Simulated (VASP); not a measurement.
Write the native input for VASP 6.6.1 that does the following.

```yaml
Task: single point
Functional: PBE
Potentials_or_basis: VASP PAW PBE potentials, release 64 (Tl_d)
Cutoff: 520 eV
k_mesh: 7 × 7 × 7
Occupations: fermi-dirac, width 0.1 eV
Spin: no spin polarisation
Dipole_correction: no
Further_INCAR_settings: ALGO = Normal; EDIFF = 1e-06; NBANDS = 12
```

The structure of Tl lies in POSCAR:

```
Tl
1.0
    3.2532648369      0.0000000000      0.0000000000
    0.0000000000      3.2532648369      0.0000000000
    0.0000000000      0.0000000000      3.2532648369
Tl
1
Direct
    0.0000000000      0.0000000000      0.0000000000
```

This isn't the form of Tl at room conditions, which is hcp.

One way to write it, as run:

INCAR

```
ALGO = Normal
EDIFF = 1E-6
ENCUT = 520
GGA = PE
ISIF = 2
ISMEAR = -1
LASPH = T
LCHARG = F
LREAL = F
LWAVE = F
NBANDS = 12
NELM = 80
PREC = Accurate
SIGMA = 0.1
```

KPOINTS

```
k-points
0
Gamma
  7 7 7
```

Potentials or basis: VASP PAW PBE potentials, release 64 (Tl_d).

Command:

```console
$ cat potpaw_PBE.64/Tl_d/POTCAR > POTCAR
$ mpirun -np 1 vasp_std > vasp.out
```

It gave:

```yaml
Pressure: 0.0 GPa
Band_gap_on_the_k_mesh: zero (an odd number of electrons rules out a gap without spin polarisation)
```

Caveat: spin-orbit coupling is left out, which moves the levels of the heavy elements.

Run time: 6.4 s on 1 thread of Intel Xeon 8259CL, on a shared host, peak memory 0.13 GiB.
